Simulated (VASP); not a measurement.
Wanted: the native input for a VASP 6.6.1 run.

```yaml
Task: single point
Functional: PBE
Potentials_or_basis: VASP PAW PBE potentials, release 64 (Zr_sv, Ta_pv, C)
Cutoff: 520 eV
k_mesh: 6 × 6 × 4
Occupations: gaussian, width 0.1 eV
Spin: no spin polarisation
Dipole_correction: no
Further_INCAR_settings: ALGO = Normal; EDIFF = 1e-06; NBANDS = 29
```

The structure of ZrTa2C2 lies in POSCAR:

```
ZrTa2C2
1.0
    2.7663119122     -1.5968180990     -0.0072138911
    2.7663119122      1.5968180990     -0.0072138911
   -1.8183294781      0.0000000000      7.6747003161
Zr Ta C
1 2 2
Direct
    0.0000000000      0.0000000000      0.5000000000
    0.2201535386      0.2201535386      0.1590127387
    0.7798464614      0.7798464614      0.8409872613
    0.3963266599      0.3963266599      0.6894047756
    0.6036733401      0.6036733401      0.3105952244
```

The cell was generated, and may not be a known phase.

These files were run (other wordings do the same):

INCAR

```
PREC     = Accurate       # precision mode
ENCUT    = 520            # plane-wave cutoff, eV
EDIFF    = 1E-6           # SCF threshold, eV
ISMEAR   = 0              # smearing method
SIGMA    = 0.1            # smearing width, eV
LREAL    = False          # projectors in reciprocal space
LASPH    = True           # aspherical terms in the spheres
NELM     = 80             # most SCF steps
ALGO     = Normal         # electronic algorithm
ISIF     = 2              # what is computed and relaxed
LWAVE    = False          # write WAVECAR
LCHARG   = True           # write CHGCAR
GGA      = PE             # functional
LELF     = True           # ELF
LVHAR    = True         
NBANDS   = 29             # bands
```

KPOINTS

```
Automatic mesh
0
Gamma
  6 6 4
```

Potentials or basis: VASP PAW PBE potentials, release 64 (Zr_sv, Ta_pv, C).

Run with:

```console
$ cat potpaw_PBE.64/Zr_sv/POTCAR potpaw_PBE.64/Ta_pv/POTCAR potpaw_PBE.64/C/POTCAR > POTCAR
$ mpirun -np 1 vasp_std > vasp.out
```

Results of the run:

| Quantity | Value |
| --- | --- |
| Pressure | 0.6 GPa |
| Largest force | 0.052 eV/Å |
| Band gap on the k mesh | zero (bands 21 and 22 overlap by 0.55 eV) |

Caveat: the k points lie up to 0.38 Å⁻¹ apart, too coarse for converged energies and pressures of a metal; spin-orbit coupling is left out, which moves the levels of the heavy elements.

Run time: 73 s on 1 thread of Intel(R) Xeon(R) Platinum 8259CL CPU @ 2.50GHz (Skylake/Cascade Lake) (shared host), peak memory 0.23 GiB.
